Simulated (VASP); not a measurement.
# Ti (P6_3/mmc) in VASP: further runs

The runs below take Ti through single point, with LDA, revPBE, PBEsol, BLYP, r2SCAN.

All numbers are computed with VASP 6.6.1; they aren't measurements. Logs are shortened: lines on timing, memory, paths and dates and some standing lists are left out, and cuts for length are marked.

## 1. The cell of the first run

Symmetry: P6_3/mmc, No. 194, hexagonal system. The conventional cell has a = 2.950 Å, b = 2.950 Å, c = 4.680 Å, α = 90.00°, β = 90.00°, γ = 120.00°. Ti (site symmetry -6m2) has 12 Ti at 2.89 to 2.95 Å within 3.8 Å.

## 2. Single point, LDA

Input file INCAR:

```
SYSTEM = Ti
PREC = Accurate
ENCUT = 500
EDIFF = 1E-6
ISMEAR = -1
SIGMA = 0.05
LREAL = .False.
LASPH = .True.
NELM = 120
ALGO = Normal
ISIF = 2
LWAVE = .False.
LCHARG = .False.
GGA = CA
NBANDS = 19
GGA_COMPAT = .False.
```

Input file KPOINTS:

```
regular mesh
0
Gamma
  12 12 7
  0 0 0
```

Input file POSCAR:

```
Ti
1.0
    2.9500000000      0.0000000000      0.0000000000
   -1.4750000000      2.5547749412      0.0000000000
    0.0000000000      0.0000000000      4.6800000000
Ti
2
Direct
    0.3333333333      0.6666666667      0.2500000000
    0.6666666667      0.3333333333      0.7500000000
```

Potentials or basis: VASP PAW LDA potentials, release 64 (Ti_sv).

Command:

```console
$ cat potpaw_LDA.64/Ti_sv/POTCAR > POTCAR
$ mpirun -np 1 vasp_std > vasp.out
```

OUTCAR:

```text
SYSTEM = Ti
   PREC = Accurate
   ENCUT = 500
   EDIFF = 1E-6
   ISMEAR = -1
   LREAL = .False.
   LASPH = .True.
   NELM = 120
   ISIF = 2
   GGA = CA

 ion  position               nearest neighbor table
   1  0.333  0.667  0.250-   2 2.89   2 2.89   2 2.89   2 2.89   2 2.89   2 2.89
   2  0.667  0.333  0.750-   1 2.89   1 2.89   1 2.89   1 2.89   1 2.89   1 2.89

  LATTYP: Found a hexagonal cell.
 ALAT       =     2.9500000000
 C/A-ratio  =     1.5864406780

  Lattice vectors:

 A1 = (   2.9500000000,   0.0000000000,   0.0000000000)
 A2 = (  -1.4750000000,   2.5547749412,   0.0000000000)
 A3 = (   0.0000000000,   0.0000000000,   4.6800000000)

Analysis of symmetry for initial positions (statically):
=====================================================================
 Subroutine PRICEL returns:
 Original cell was already a primitive cell.

 Routine SETGRP: Setting up the symmetry group for a
 hexagonal supercell.

 Subroutine GETGRP returns: Found 24 space group operations
 (whereof 12 operations were pure point group operations)
 out of a pool of 24 trial point group operations.

The static configuration has the point symmetry D_3d.
 The point group associated with its full space group is D_6h.

Analysis of symmetry for dynamics (positions and initial velocities):
=====================================================================
 Subroutine PRICEL returns:
 Original cell was already a primitive cell.

 Routine SETGRP: Setting up the symmetry group for a
 hexagonal supercell.

 Subroutine GETGRP returns: Found 24 space group operations
 (whereof 12 operations were pure point group operations)
 out of a pool of 24 trial point group operations.

The dynamic configuration has the point symmetry D_3d.
 The point group associated with its full space group is D_6h.

 Subroutine INISYM returns: Found 24 space group operations
 (whereof 12 operations are pure point group operations),
 and found     1 'primitive' translations

----------------------------------------------------------------------------------------

                                     Primitive cell

  volume of cell :      35.2712

  direct lattice vectors                    reciprocal lattice vectors
     2.950000000  0.000000000  0.000000000     0.338983051  0.195711956  0.000000000
[... 76 lines left out ...]
 SYSTEM =  Ti
   PREC   = accura    normal or accurate (medium, high low for compatibility)
   ISTART =      0    job   : 0-new  1-cont  2-samecut
   ICHARG =      2    charge: 1-file 2-atom 10-const
   ISPIN  =      1    spin polarized calculation?
   LNONCOLLINEAR =      F non collinear calculations
   LSORBIT =      F    spin-orbit coupling
   LASPH  =      T    aspherical Exc in radial PAW
   ENCUT  =  500.0 eV  36.75 Ry    6.06 a.u.   5.38  5.38  8.53*2*pi/ulx,y,z
   NELM   =    120;   NELMIN=  2; NELMDL= -5     # of ELM steps
   EDIFF  = 0.1E-05   stopping-criterion for ELM
   LREAL  =      F    real-space projection
   EDIFFG = 0.1E-04   stopping-criterion for IOM
   NSW    =      0    number of steps for IOM
   IBRION =     -1    ionic relax: 0-MD 1-quasi-New 2-CG
   NFREE  =      0    steps in history (QN), initial steepest desc. (CG)
   ISIF   =      2    stress and relaxation
   ISYM   =      2    0-nonsym 1-usesym 2-fastsym
   POTIM  = 0.5000    time-step for ionic-motion
   TEBEG  =    0.0;   TEEND  =   0.0 temperature during run
   PSTRESS=    0.0 pullay stress
   NELECT =      24.0000    total number of electrons
   NUPDOWN=      -1.0000    fix difference up-down
   EMIN   =  10.00;   EMAX   =-10.00  energy-range for DOS
   EFERMI =   0.00;   METHOD = LEGACY
   ISMEAR =    -1;   SIGMA  =   0.05  broadening in eV -4-tet -1-fermi 0-gaus
   EFERMI_NEDOS =   21; number of points for ismear=-14 and -15
   IALGO  =     38    algorithm
   IMIX   =      4    mixing-type and parameters
     AMIX     =   0.40;   BMIX     =  1.00
     AMIX_MAG =   1.60;   BMIX_MAG =  1.00
  volume/ion in A,a.u.               =      17.64       119.01
  Fermi-wavevector in a.u.,A,eV,Ry     =   1.439920  2.721055 28.209912  2.073370
  Thomas-Fermi vector in A             =   2.558722
   LORBIT       =      0    0 simple, 1 ext, 2 COOP (PROOUT), +10 PAW based schemes
   GGA     = CA    functional components
   LHFCALC =     F    Hartree Fock is set to
   AEXX    =    0.0000 exact exchange contribution
   IVDW    =     0    specifies the selected vdW correction
   LEPSILON=     F    determine dielectric tensor
   LRPA    =     F    only Hartree local field effects (RPA)
 non-spin polarized calculation
  energy-cutoff  :      500.00
  volume of cell :       35.27
 maximum number of plane-waves:       929
 NGX is ok and might be reduce to    24
   NGX = 11   NGY = 11   NGZ = 17

 number of electron      24.0000002 magnetization

 Free energy of the ion-electron system (eV)
  ---------------------------------------------------
  ext. energy  EPLUGINS =         0.00000000
  ---------------------------------------------------
  free energy    TOTEN  =       -17.00590149 eV

  energy without entropy =      -16.98652558  energy(sigma->0) =      -16.99621353

 E-fermi :   7.9277     XC(G=0): -11.7113

 val. band max:        7.9022097241   @ k =   0.3333   0.2500   0.2857
 cond. band min:       7.9297504943   @ k =   0.0000   0.0000   0.4286
 fundamental gap:      0.0275407702
 Fermi energy:         7.9277029818

 k-point     1 :       0.0000    0.0000    0.0000
  band No.  band energies     occupation
      1     -48.2580      2.00000
      2     -48.1227      2.00000
      3     -25.2206      2.00000
      4     -24.5890      2.00000
      5     -24.5890      2.00000
      6     -24.5256      2.00000
[... 505 lines left out ...]
      6     -24.6886      2.00000
[... 11 lines left out ...]
     18      10.5879      0.00000
     19      11.2879      0.00000

 [... further k-points ...]
[... 5 lines left out ...]
  --------------------------------------------------------------------------------------
  -------------------------------------------------------------------------------------
  Total       -2.1346339     -2.1346339     -2.2354355      0.0000000     -0.0000000      0.0000000
  in kB      -96.9646576    -96.9646576   -101.5435188      0.0000000     -0.0000000      0.0000000
  external PRESSURE =     -98.4909446 kB  Pullay stress =       0.0000000 kB

 VOLUME and BASIS-vectors are now :
 -----------------------------------------------------------------------------
  energy-cutoff  :      500.00
  volume of cell :       35.27
      direct lattice vectors                 reciprocal lattice vectors
     2.950000000  0.000000000  0.000000000     0.338983051  0.195711956  0.000000000
    -1.475000000  2.554774941  0.000000000     0.000000000  0.391423911  0.000000000
     0.000000000  0.000000000  4.680000000     0.000000000  0.000000000  0.213675214

 POSITION                                       TOTAL-FORCE (eV/Angst)
 -----------------------------------------------------------------------------------
     -0.00000      1.70318      1.17000        -0.000000     -0.000000      0.000000
      1.47500      0.85159      3.51000         0.000000      0.000000      0.000000
 -----------------------------------------------------------------------------------
    total drift:                               -0.000000      0.000000     -0.000000

  FREE ENERGIE OF THE ION-ELECTRON SYSTEM (eV)
  ---------------------------------------------------
  free  energy   TOTEN  =       -17.0059014892 eV

  energy  without entropy=      -16.9865255782  energy(sigma->0) =      -16.99621353
```

OSZICAR:

```text
N       E                     dE             d eps       ncg     rms          rms(c)
DAV:   1     0.256932308887E+03    0.25693E+03   -0.12696E+04  2888   0.151E+03
DAV:   2     0.100969929213E+02   -0.24684E+03   -0.24302E+03  2986   0.432E+02
DAV:   3    -0.179561344158E+02   -0.28053E+02   -0.27752E+02  5338   0.120E+02
DAV:   4    -0.191705605579E+02   -0.12144E+01   -0.12129E+01  3322   0.256E+01
DAV:   5    -0.192274581404E+02   -0.56898E-01   -0.56892E-01  4236   0.400E+00    0.115E+01
DAV:   6    -0.170215980197E+02    0.22059E+01   -0.81860E+00  3369   0.276E+01    0.275E+00
DAV:   7    -0.169961653700E+02    0.25433E-01   -0.67131E-01  4265   0.541E+00    0.196E+00
DAV:   8    -0.170127145078E+02   -0.16549E-01   -0.19079E-01  3154   0.528E+00    0.658E-01
DAV:   9    -0.170054400194E+02    0.72745E-02   -0.40659E-02  3321   0.209E+00    0.733E-02
DAV:  10    -0.170058752421E+02   -0.43522E-03   -0.27916E-03  4170   0.307E-01    0.841E-02
DAV:  11    -0.170059108974E+02   -0.35655E-04   -0.14216E-04  3567   0.894E-02    0.396E-02
DAV:  12    -0.170059019327E+02    0.89647E-05   -0.33762E-05  3300   0.533E-02    0.474E-03
DAV:  13    -0.170059014892E+02    0.44356E-06   -0.21213E-06  2465   0.119E-02
   1 F= -.17005901E+02 E0= -.16996214E+02  d E =-.193759E-01
```

stdout:

```text
POSCAR found type information on POSCAR Ti
 POSCAR found :  1 types and       2 ions
 scaLAPACK will be used
 LDA part: xc-table for (Slater(with rela. corr.)+CA(PZ))
 , standard interpolation
 POSCAR, INCAR and KPOINTS ok, starting setup
 FFT: planning ... GRIDC
 FFT: planning ... GRID_SOFT
 FFT: planning ... GRID
 WAVECAR not read
 entering main loop
```

Wall time 63 s (1 thread of Intel Xeon 8259CL, shared host); peak memory 0.16 GiB.

What came out:

* Free energy: -17.0059 eV
* Pressure: -9.8 GPa
* Band gap on the k mesh: zero (band 12 reaches 8.67 eV, above the bottom of band 13 at 7.66 eV)

Stress tensor (GPa, compression positive):
```
 -9.70   0.00   0.00
  0.00  -9.70   0.00
  0.00   0.00 -10.15
```

Levels at points of the mesh, in eV from the Fermi level:
```csv
k point,band 9,band 10,band 11,band 12,band 13,band 14,band 15,band 16
"(0.00, 0.00, 0.00)",-6.09,-2.64,0.74,0.74,0.83,0.85,1.22,1.22
"(0.50, 0.00, 0.00)",-2.30,-2.11,-1.81,-0.56,0.44,0.60,1.14,3.27
```

## 3. Single point, revPBE

Input file INCAR:

```
PREC     = Accurate       # precision mode
ENCUT    = 500            # plane-wave cutoff, eV
EDIFF    = 1E-6           # SCF threshold, eV
ISMEAR   = -1             # smearing method
SIGMA    = 0.05           # smearing width, eV
LREAL    = F              # projectors in reciprocal space
LASPH    = T              # aspherical terms in the spheres
NELM     = 120            # most SCF steps
ALGO     = Normal         # electronic algorithm
ISIF     = 2              # what is computed and relaxed
LWAVE    = F              # write WAVECAR
LCHARG   = F              # write CHGCAR
GGA      = RE             # functional
NBANDS   = 19             # bands
GGA_COMPAT= F
```

Input file KPOINTS:

```
regular mesh
0
Gamma
  12 12 7
```

POSCAR is that of step 2.

Potentials or basis: VASP PAW PBE potentials, release 64 (Ti_sv).

Command:

```console
$ cat potpaw_PBE.64/Ti_sv/POTCAR > POTCAR
$ mpirun -np 1 vasp_std > vasp.out
```

Run time: 67 s. Hardware: 1 thread of Intel Xeon 8259CL, shared host; peak memory 0.18 GiB.

It converged, with:

```
Free energy            : -15.0465 eV
Pressure               : 0.5 GPa
Band gap on the k mesh : zero (band 12 reaches 9.03 eV, above the bottom of band 13 at 7.96 eV)
```

Stress tensor (GPa, compression positive):
```
0.61 0.00 0.00
0.00 0.61 0.00
0.00 0.00 0.28
```

Levels at points of the mesh, in eV from the Fermi level:
| k point | band 9 | band 10 | band 11 | band 12 | band 13 | band 14 | band 15 | band 16 |
| --- | --- | --- | --- | --- | --- | --- | --- | --- |
| (0.00, 0.00, 0.00) | -6.20 | -2.66 | 0.69 | 0.77 | 0.77 | 0.86 | 1.25 | 1.25 |
| (0.50, 0.00, 0.00) | -2.34 | -2.12 | -1.81 | -0.66 | 0.49 | 0.61 | 1.15 | 3.28 |

Caveat: the PAW data sets were made with another functional, which shifts forces and pressure a little.

(Continued in part 2 of 2.)
